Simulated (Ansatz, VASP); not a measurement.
**One calculation of BP, two programs**

File INCAR:

```
PREC = Accurate ; ENCUT = 520
EDIFF = 1E-6 ; ISMEAR = -1
SIGMA = 0.05 ; LREAL = False
LASPH = True ; NELM = 60
ALGO = Normal ; ISIF = 2
LWAVE = False ; LCHARG = False
GGA = CA ; NBANDS = 11
```

KPOINTS

```
regular mesh
0
Gamma
  10 10 10
```

The input POSCAR:

```
BP
1.0
    0.0000000000      2.2988586873      2.2988586873
    2.2988586873      0.0000000000      2.2988586873
    2.2988586873      2.2988586873      0.0000000000
P B
1 1
Direct
    0.7500000000      0.7500000000      0.7500000000
    0.0000000000      0.0000000000      0.0000000000
```

input.yaml

```yaml
crystal:
  lattice:
    - [0.0, 2.2988586873, 2.2988586873]
    - [2.2988586873, 0.0, 2.2988586873]
    - [2.2988586873, 2.2988586873, 0.0]
  atoms:
    - { symbol: P, position: [0.75, 0.75, 0.75] }
    - { symbol: B, position: [0.0, 0.0, 0.0] }
hamiltonian:
  xc: lda
  pseudopotentials: { kind: paw, xc_functional: lda, accuracy: standard }
kpoints:
  mp_grid: { grid: [10, 10, 10] }
scf:
  occupations: { method: fermi_dirac, width: 0.05 }
output:
  forces: true
  stress: true
  eigenvalues: true
  write_density: true
  write_potential: true
  elf: true
  volumetric_format: npy
```

Alike in both runs: task single point; functional LDA; k mesh 10 × 10 × 10; occupations fermi-dirac, width 0.05 eV; no spin polarisation.

```csv
,VASP,Ansatz
version,VASP 6.6.1,Ansatz 0.2.0
potentials or method,"VASP PAW LDA potentials, release 64 (P, B)",JTH PAW LDA
plane-wave cutoff (eV),520,870
valence electrons in the cell,8,8
```

```tsv
	VASP	Ansatz	Ansatz less VASP
gap on the k mesh at the Fermi level (eV)	1.23	1.23	0.000
least direct gap on the mesh (eV)	3.32	3.32	-0.001
pressure (GPa)	-11.0	-11.0	0.00
```

LDA's correlation is that of Perdew and Zunger in VASP and of Perdew and Wang (1992) in Ansatz.
